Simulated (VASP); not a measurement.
Runs of VASP 6.6.1 on LaSi2C2. The structure is tetragonal, space group P4_2/mmc (No. 131). Conventional cell: a = 4.140 Å, b = 4.140 Å, c = 8.583 Å, α = 90.00°, β = 90.00°, γ = 90.00°. Within 1.9 Å of C (site symmetry m2m) lie 1 C at 1.43 Å and 2 Si at 1.77 Å. Within 4.6 Å of La (site symmetry -4m2) lie 16 C at 3.07 to 4.54 Å and 16 Si at 3.12 to 4.38 Å and 6 La at 4.14 to 4.29 Å. Within 2.3 Å of Si (site symmetry m2m) lie 2 C at 1.77 Å and 2 Si at 1.87 to 2.27 Å. 

```csv
level,U,smearing,gap on the mesh (eV),pressure (GPa),largest force (eV/Å)
RPBE,-,methfessel-paxton 0.0088 eV,none,(b),4.30
r2SCAN,-,tetrahedron,none,24.6,4.36
revPBE,-,methfessel-paxton 0.00805 eV,none,27.2,4.29
r2SCAN+U,La f U = 4.0 eV,methfessel-paxton 0.0102 eV,none,(a),4.44
r2SCAN,-,methfessel-paxton 0.0102 eV,none,24.3,4.31
```

Alike in all rows: task single point; potentials or basis VASP PAW PBE potentials, release 64 (C, La, Si); no spin polarisation; cell as given; k mesh 4 × 4 × 2; cutoff (eV) 520.

Problem. Estimate the missing entries.

Solution. (a) 25.4; (b) 27.8.

Caveats: all runs use coarse meshes; the PAW data sets were made with another functional, which shifts forces and pressure a little; spin-orbit coupling is left out, which moves the levels of the heavy elements; tetrahedron occupations give inexact forces and stress in metals (at least some runs); U without spin polarisation on a metal has little footing (at least some runs); the U is typed as a test and isn't derived for this compound (at least some runs).

A k mesh can miss the band edges, and the runs leave out spin-orbit coupling on La.

A gap of «none» marks levels without a gap at the run's occupations.
